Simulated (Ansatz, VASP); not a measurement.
**One calculation of Pb, two programs**

INCAR

```
SYSTEM = Pb
  PREC = Accurate
  ENCUT = 600
  EDIFF = 1E-6
  ISMEAR = -1
  SIGMA = 0.05
  LREAL = .False.
  LASPH = .True.
  NELM = 80
  ALGO = Normal
  ISIF = 3
  LWAVE = .False.
  LCHARG = .False.
  IBRION = 2
  NSW = 100
  EDIFFG = -0.002
```

The input KPOINTS:

```
Automatic mesh
0
Gamma
  14 14 8
  0 0 0
```

POSCAR

```
Pb
1.0
    3.4800000000      0.0000000000      0.0000000000
   -1.7400000000      3.0137684052      0.0000000000
    0.0000000000      0.0000000000      5.5900000000
Pb
2
Direct
    0.3333333333      0.6666666667      0.2500000000
    0.6666666667      0.3333333333      0.7500000000
```

Input for Ansatz:

```yaml
crystal:
  lattice:
    - [3.48000000001, 0.0, 0.0]
    - [-1.74000000001, 3.01376840518, 0.0]
    - [0.0, 0.0, 5.59]
  atoms:
    - { symbol: Pb, position: [0.333333333333, 0.666666666667, 0.25] }
    - { symbol: Pb, position: [0.666666666667, 0.333333333333, 0.75] }
kpoints:
  mp_grid: { grid: [14, 14, 8] }
scf:
  occupations: { method: fermi_dirac, width: 0.05 }
hamiltonian:
  xc: lda
  pseudopotentials: { kind: paw }
relax:
  f_tol: 0.002
  max_steps: 80
  cell: {}
output:
  forces: true
  stress: true
  write_density: true
  write_potential: true
  elf: true
  volumetric_format: npy
```

Alike in both runs: task relaxation of cell and atoms; functional LDA; k mesh 14 × 14 × 8; occupations fermi-dirac, width 0.05 eV; no spin polarisation.

```csv
,VASP,Ansatz
version,VASP 6.6.1,Ansatz 0.2.0
potentials or method,"VASP PAW LDA potentials, release 64 (Pb_d)","PAW with Ansatz's default frozen-core files, scalar-relativistic"
plane-wave cutoff (eV),600,420
valence electrons in the cell,28,28
```

VASP gave:

```
relaxed volume (Å³/atom)                                        : 28.89
relaxed length of the cell vector where the two differ most in proportion (Å) : 5.709
```

**Question.** What did Ansatz give for the same quantities?

**Answer.** Relaxed volume (Å³/atom): 28.84; relaxed length of the cell vector where the two differ most in proportion (Å): 5.703.

LDA's correlation is that of Perdew and Zunger in VASP and of Perdew and Wang (1992) in Ansatz.

Neither program's run includes spin-orbit coupling.
